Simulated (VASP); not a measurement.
# CoC18 in VASP: notebook

The runs below take CoC18 through single point, with PBEsol.

Program: VASP 6.6.1. These are calculated values, not measurements. Logs are shortened: lines on timing, memory, paths and dates and some standing lists are left out, and cuts for length are marked.

### 1 The cell of the first run

The cell holds a slab with vacuum, 19 atoms: a = 7.398 Å, b = 7.398 Å, c = 12.000 Å, α = 90.00°, β = 90.00°, γ = 120.00°.

### 2 Single point, PBEsol, collinear spin, ferromagnetic start

The input, INCAR:

```
SYSTEM = CoC18
  PREC = Accurate
  ENCUT = 520
  EDIFF = 1E-7
  ISMEAR = 0
  SIGMA = 0.02
  LREAL = Auto
  LASPH = .TRUE.
  NELM = 150
  ALGO = Normal
  ISIF = 2
  LWAVE = .FALSE.
  LCHARG = .FALSE.
  ISPIN = 2
  MAGMOM = 0 0 0 0 0 0 0 0 0 0 0 0 0 0 0 0 0 0 1.1
  LORBIT = 11
  LMAXMIX = 4
  GGA = PS
  NBANDS = 60
```

The input, KPOINTS:

```
regular mesh
0
G
  2 2 1
  0 0 0
```

The input, POSCAR:

```
CoC18
1.0
    7.3980000000      0.0000000000      0.0000000000
   -3.6990000000      6.4068560000      0.0000000000
    0.0000000000      0.0000000000     12.0000000000
C Co
18 1
Direct
   -0.0030201932     -0.0080117299      0.0884921667
    0.2184758400      0.1029492469      0.0864097500
   -0.0022284243      0.3276004643      0.0836093333
    0.2199652234      0.4377430990      0.0831129167
   -0.0024089461      0.6601888664      0.0830624167
    0.2184125694      0.7700519568      0.0816333333
    0.3266087526     -0.0086797643      0.0831217500
    0.5503156799      0.1028022169      0.0816822500
    0.3310617309      0.3267117288      0.0858080000
    0.5518228831      0.4370983209      0.0885315833
    0.3298506832      0.6585891738      0.0815987500
    0.5510970944      0.7667075708      0.0828440833
    0.6626221911     -0.0095950338      0.0812212500
    0.8861272757      0.1045843702      0.0893192500
    0.6644610739      0.3263441538      0.0893219167
    0.8873782756      0.4379363295      0.0835694167
    0.6628083760      0.6586497340      0.0862537500
    0.8865368919      0.7712349084      0.0856810000
    0.6659535080      1.1036026095      0.2247265833
```

Potentials or basis: VASP PAW PBE potentials, release 64 (C, Co).

Launch:

```sh
$ cat potpaw_PBE.64/C/POTCAR potpaw_PBE.64/Co/POTCAR > POTCAR
$ mpirun -np 1 vasp_std > vasp.out
```

OUTCAR:

```text
SYSTEM = CoC18
   PREC = Accurate
   ENCUT = 520
   EDIFF = 1E-7
   ISMEAR = 0
   LREAL = Auto
   LASPH = .TRUE.
   NELM = 150
   ISIF = 2
   ISPIN = 2
   LORBIT = 11
   GGA = PS

 ion  position               nearest neighbor table
   1  0.997  0.992  0.088-  18 1.41   2 1.42  14 1.43
   2  0.218  0.103  0.086-   7 1.41   1 1.42   9 1.43
   3  0.998  0.328  0.084-  16 1.41   4 1.42  14 1.43
   4  0.220  0.438  0.083-  11 1.42   9 1.42   3 1.42
   5  0.998  0.660  0.083-   6 1.41  18 1.42  16 1.42
   6  0.218  0.770  0.082-   5 1.41   7 1.42  11 1.43
   7  0.327  0.991  0.083-   2 1.41   6 1.42   8 1.43
   8  0.550  0.103  0.082-   7 1.43  15 1.44  13 1.44  19 1.92
   9  0.331  0.327  0.086-  10 1.41   4 1.42   2 1.43
  10  0.552  0.437  0.089-   9 1.41  17 1.42  15 1.43
  11  0.330  0.659  0.082-   4 1.42  12 1.42   6 1.43
  12  0.551  0.767  0.083-  17 1.41  11 1.42  13 1.43
  13  0.663  0.990  0.081-  12 1.43  14 1.44   8 1.44  19 1.91
  14  0.886  0.105  0.089-   3 1.43   1 1.43  13 1.44  19 2.30
  15  0.664  0.326  0.089-  16 1.43  10 1.43   8 1.44  19 2.32
  16  0.887  0.438  0.084-   3 1.41   5 1.42  15 1.43
  17  0.663  0.659  0.086-  12 1.41  10 1.42  18 1.43
  18  0.887  0.771  0.086-   1 1.41   5 1.42  17 1.43
  19  0.666  0.104  0.225-  13 1.91   8 1.92  14 2.30  15 2.32

  LATTYP: Found a hexagonal cell.
 ALAT       =     7.3980000000
 C/A-ratio  =     1.6220600162

  Lattice vectors:

 A1 = (   7.3980000000,   0.0000000000,   0.0000000000)
 A2 = (  -3.6990000000,   6.4068560000,   0.0000000000)
 A3 = (   0.0000000000,   0.0000000000,  12.0000000000)

Analysis of symmetry for initial positions (statically):
=====================================================================
 Subroutine PRICEL returns:
 Original cell was already a primitive cell.

 Routine SETGRP: Setting up the symmetry group for a
 hexagonal supercell.

 Subroutine GETGRP returns: Found  1 space group operations
 (whereof  1 operations were pure point group operations)
 out of a pool of 24 trial point group operations.

The static configuration has the point symmetry C_1 .

Analysis of symmetry for dynamics (positions and initial velocities):
=====================================================================
 Subroutine PRICEL returns:
 Original cell was already a primitive cell.

 Routine SETGRP: Setting up the symmetry group for a
 hexagonal supercell.

 Subroutine GETGRP returns: Found  1 space group operations
 (whereof  1 operations were pure point group operations)
 out of a pool of 24 trial point group operations.
[... 173 lines left out ...]
  ext. energy  EPLUGINS =         0.00000000
  ---------------------------------------------------
  free energy    TOTEN  =      -176.43583494 eV

  energy without entropy =     -176.43240625  energy(sigma->0) =     -176.43412059

 E-fermi :  -0.9168     XC(G=0):  -3.9829

 val. band max:       -0.9171593100   @ k =   0.5000   0.5000   0.0000
 cond. band min:      -0.8150017667   @ k =   0.0000   0.0000   0.0000
 fundamental gap:      0.1021575433
 Fermi energy:        -0.9168254277

 spin component 1

 k-point     1 :       0.0000    0.0000    0.0000
  band No.  band energies     occupation
      1     -20.7561      1.00000
      2     -18.4114      1.00000
      3     -18.1665      1.00000
      4     -18.1653      1.00000
      5     -18.1123      1.00000
      6     -18.0547      1.00000
[... 209 lines left out ...]
     51       3.7051      0.00000
     52       3.8958      0.00000
 Fermi energy:        -0.9168254277

 spin component 2

 k-point     1 :       0.0000    0.0000    0.0000
  band No.  band energies     occupation
      1     -20.7511      1.00000
      2     -18.4135      1.00000
      3     -18.1591      1.00000
      4     -18.1548      1.00000
      5     -18.1060      1.00000
      6     -18.0467      1.00000
[... 209 lines left out ...]
     51       3.7037      0.00000
     52       3.9070      0.00000
 [bands above 52 left out]

------------------------ aborting loop because EDIFF is reached ----------------------------------------

  FORCE on cell =-STRESS in cart. coord.  units (eV):
  Direction    XX          YY          ZZ          XY          YZ          ZX
  --------------------------------------------------------------------------------------
  -------------------------------------------------------------------------------------
  Total        1.1242166      2.5740731     -0.7162025      1.2198830      0.8433791      0.4749132
  in kB        3.1667956      7.2508834     -2.0174644      3.4362774      2.3757071      1.3377787
  external PRESSURE =       2.8000715 kB  Pullay stress =       0.0000000 kB

 VOLUME and BASIS-vectors are now :
 -----------------------------------------------------------------------------
  energy-cutoff  :      520.00
  volume of cell :      568.78
      direct lattice vectors                 reciprocal lattice vectors
     7.398000000  0.000000000  0.000000000     0.135171668  0.078041398  0.000000000
    -3.699000000  6.406856000  0.000000000     0.000000000  0.156082796  0.000000000
     0.000000000  0.000000000 12.000000000     0.000000000  0.000000000  0.083333333

 POSITION                                       TOTAL-FORCE (eV/Angst)
 -----------------------------------------------------------------------------------
      3.70629      6.35553      1.06191        -0.167325      0.106798      0.032060
      1.23548      0.65958      1.03692        -0.055716      0.191641     -0.009676
      6.16972      2.09889      1.00331         0.109931     -0.001464      0.078682
      0.00809      2.80456      0.99736        -0.033069     -0.149900      0.006689
      4.93814      4.22973      0.99675        -0.119329     -0.127708     -0.000231
     -1.23261      4.93361      0.97960         0.088823     -0.093595     -0.011903
[... 11 lines left out ...]
      3.70580      4.94119      1.02817        -0.125387     -0.190912     -0.015355
      4.54350      0.66377      2.69672         0.292367      0.504108     -0.352911
 -----------------------------------------------------------------------------------
    total drift:                               -0.021046      0.013933      0.015400

  FREE ENERGIE OF THE ION-ELECTRON SYSTEM (eV)
  ---------------------------------------------------
  free  energy   TOTEN  =      -176.4358349391 eV

  energy  without entropy=     -176.4324062486  energy(sigma->0) =     -176.43412059

 total charge

# of ion       s       p       d       tot
------------------------------------------
    1        0.858   1.788   0.000   2.646
    2        0.858   1.792   0.000   2.650
    3        0.858   1.785   0.000   2.643
    4        0.859   1.787   0.000   2.647
    5        0.859   1.788   0.000   2.647
    6        0.858   1.792   0.000   2.650
[... 11 lines left out ...]
   18        0.857   1.784   0.000   2.641
   19        0.298   0.234   7.708   8.241
--------------------------------------------------
tot         15.719  32.422   7.708  55.849

 magnetization (x)

# of ion       s       p       d       tot
------------------------------------------
    1        0.000   0.007   0.000   0.007
    2        0.000   0.004   0.000   0.004
    3        0.000   0.008   0.000   0.008
    4       -0.000  -0.003   0.000  -0.003
    5       -0.000  -0.003   0.000  -0.003
    6        0.000   0.004   0.000   0.004
[... 11 lines left out ...]
   18       -0.000  -0.003   0.000  -0.004
   19        0.004  -0.001   0.180   0.183
--------------------------------------------------
tot          0.005   0.038   0.180   0.222
```

OSZICAR:

```text
N       E                     dE             d eps       ncg     rms          rms(c)
DAV:   1     0.653851817119E+03    0.65385E+03   -0.32025E+04   960   0.108E+03
DAV:   2    -0.802581121792E+02   -0.73411E+03   -0.67027E+03  1344   0.269E+02
[... 13 lines left out ...]
DAV:  78    -0.176435821754E+03   -0.14079E-05   -0.35635E-07   948   0.380E-03    0.246E-02
DAV:  79    -0.176435824327E+03   -0.25724E-05   -0.12604E-06   920   0.760E-03    0.175E-02
DAV:  80    -0.176435830238E+03   -0.59117E-05   -0.34085E-05  1224   0.397E-02    0.225E-02
DAV:  81    -0.176435834378E+03   -0.41395E-05   -0.41229E-06  1108   0.844E-03    0.991E-03
DAV:  82    -0.176435834863E+03   -0.48490E-06   -0.63547E-07   868   0.511E-03    0.813E-03
DAV:  83    -0.176435834939E+03   -0.76403E-07   -0.66795E-07   872   0.497E-03
   1 F= -.17643583E+03 E0= -.17643412E+03  d E =-.342869E-02  mag=     0.2545
```

stdout:

```text
POSCAR found type information on POSCAR C Co
 POSCAR found :  2 types and      19 ions
 scaLAPACK will be used
 -----------------------------------------------------------------------------
|                                                                             |
|                                                                             |
|     You enforced a specific xc type in the INCAR file but a different       |
|     I HOPE YOU KNOW WHAT YOU ARE DOING!                                     |
|                                                                             |
 -----------------------------------------------------------------------------

 LDA part: xc-table for (Slater+PW92), standard interpolation
 POSCAR, INCAR and KPOINTS ok, starting setup
 FFT: planning ... GRIDC
 FFT: planning ... GRID_SOFT
 FFT: planning ... GRID
 WAVECAR not read
 entering main loop
```

Wall time 38 min (1 thread of AMD EPYC 9R14 (Zen 4), shared host); peak memory 0.87 GiB.

Results:

```yaml
Free_energy: -176.4358 eV
Largest_force: 0.681 eV/Å
Net_moment: 0.25 μB per cell
Site_moments: C +0.01, +0.00, -0.00 (each value once); Co +0.18 μB
Valence_electrons_inside_the_program's_atomic_spheres: C 2.65, 2.64, 2.62 (each value once); Co 8.24
```

Forces on the atoms (eV/Å):
```
C   -0.167  0.107  0.032
C   -0.056  0.192 -0.010
C    0.110 -0.001  0.079
C   -0.033 -0.150  0.007
C   -0.119 -0.128  0.000
C    0.089 -0.094 -0.012
C    0.118  0.031  0.055
C    0.021 -0.006  0.014
C   -0.106 -0.211 -0.016
C    0.184 -0.080  0.017
C   -0.136  0.018 -0.013
C   -0.021  0.127  0.069
C   -0.023 -0.003 -0.003
C    0.002 -0.177  0.050
C   -0.169 -0.076  0.043
C   -0.052  0.105  0.075
C    0.190  0.033 -0.018
C   -0.125 -0.191 -0.015
Co   0.292  0.504 -0.353
```

Caveat: the k points lie up to 0.49 Å⁻¹ apart; there is no dipole correction, which matters where the two faces differ; the PAW data sets were made with another functional, which shifts forces and pressure a little.

### 3 Single point, PBEsol, collinear spin, ferromagnetic start

The input, INCAR:

```
ALGO = Normal ; EDIFF = 1E-6
ENCUT = 520 ; GGA = PS
ISIF = 2 ; ISMEAR = 0
ISPIN = 2 ; LASPH = T
LCHARG = T ; LELF = T
LMAXMIX = 4 ; LORBIT = 11
LREAL = Auto ; LVHAR = T
LWAVE = F ; MAGMOM = 0 0 0 0 0 0 0 0 0 0 0 0 0 0 0 0 0 0 1.1
NBANDS = 60 ; NELM = 150
PREC = Accurate ; SIGMA = 0.02
```

The input, KPOINTS:

```
k-points
0
Gamma
  2 2 1
```

The input, POSCAR:

```
CoC18
1.0
    7.3980000000      0.0000000000      0.0000000000
   -3.6990000000      6.4068560000      0.0000000000
    0.0000000000      0.0000000000     12.0000000000
C Co
18 1
Direct
   -0.0027660475     -0.0075139819      0.0868980000
    0.2184997251      0.1041613859      0.0888559167
   -0.0027014946      0.3257575947      0.0822574167
    0.2179619904      0.4359039754      0.0847748333
   -0.0041239483      0.6579932497      0.0847625833
    0.2172931573      0.7683278663      0.0854237500
    0.3300578841     -0.0082364892      0.0887823333
    0.5535106194      0.1060936909      0.0793082500
    0.3294768830      0.3247539823      0.0866444167
    0.5524547370      0.4372647052      0.0868270833
    0.3283000717      0.6573241228      0.0854045000
    0.5517285653      0.7700827052      0.0887262500
    0.6660552711     -0.0064604230      0.0793165000
    0.8886703315      0.1047488815      0.0827606667
    0.6647234799      0.3287086521      0.0827086667
    0.8857294717      0.4373302600      0.0822298333
    0.6641301665      0.6585339205      0.0887720833
    0.8847247234      0.7695067596      0.0866276667
    0.5232259612      0.9633386485      0.2189185833
```

Potentials or basis: VASP PAW PBE potentials, release 64 (C, Co).

Launch:

```sh
$ cat potpaw_PBE.64/C/POTCAR potpaw_PBE.64/Co/POTCAR > POTCAR
$ mpirun -np 1 vasp_std > vasp.out
```

Wall time 51 min (1 thread of AMD EPYC 7R13, shared host); peak memory 0.88 GiB.

Results (log left out):

```yaml
Free_energy: -176.5974 eV
Largest_force: 0.948 eV/Å
Net_moment: 0.00 μB per cell
Valence_electrons_inside_the_program's_atomic_spheres: C 2.65, 2.64, 2.62 (each value once); Co 8.27
```

Forces on the atoms (eV/Å):
```
C    0.002  0.068 -0.020
C    0.159 -0.169  0.029
C   -0.106  0.041 -0.011
C    0.289 -0.136  0.021
C   -0.257  0.186  0.016
C    0.206  0.166  0.064
C    0.011  0.085  0.045
C    0.153 -0.287  0.117
C   -0.151  0.234 -0.035
C    0.054  0.034 -0.018
C    0.040  0.270  0.068
C    0.060  0.055  0.046
C   -0.321 -0.007  0.109
C    0.114  0.041  0.086
C   -0.019  0.110  0.085
C    0.086 -0.075 -0.012
C   -0.224  0.046  0.031
C    0.278 -0.016 -0.039
Co  -0.373 -0.647 -0.583
```

Levels at points of the mesh, in eV from the Fermi level:
Spin up:
| k point | band 39 | band 40 | band 41 | band 42 | band 43 | band 44 |
| --- | --- | --- | --- | --- | --- | --- |
| (0.00, 0.00, 0.00) | -0.59 | 0.02 | 0.10 | 0.34 | 0.38 | 0.73 |
| (0.50, 0.00, 0.00) | -0.60 | -0.26 | -0.12 | 0.78 | 1.31 | 2.06 |
| (0.00, 0.50, 0.00) | -0.60 | -0.26 | -0.12 | 0.78 | 1.31 | 2.06 |
| (0.50, 0.50, 0.00) | -0.61 | -0.37 | -0.02 | 0.80 | 1.42 | 2.05 |
Spin down:
| k point | band 39 | band 40 | band 41 | band 42 | band 43 | band 44 |
| --- | --- | --- | --- | --- | --- | --- |
| (0.00, 0.00, 0.00) | -0.59 | 0.02 | 0.10 | 0.34 | 0.38 | 0.73 |
| (0.50, 0.00, 0.00) | -0.60 | -0.26 | -0.12 | 0.78 | 1.31 | 2.06 |
| (0.00, 0.50, 0.00) | -0.60 | -0.26 | -0.12 | 0.78 | 1.31 | 2.06 |
| (0.50, 0.50, 0.00) | -0.61 | -0.37 | -0.02 | 0.80 | 1.42 | 2.05 |

Caveat: the k points lie up to 0.49 Å⁻¹ apart; there is no dipole correction, which matters where the two faces differ; the moments typed at the start vanished in this run; the PAW data sets were made with another functional, which shifts forces and pressure a little.
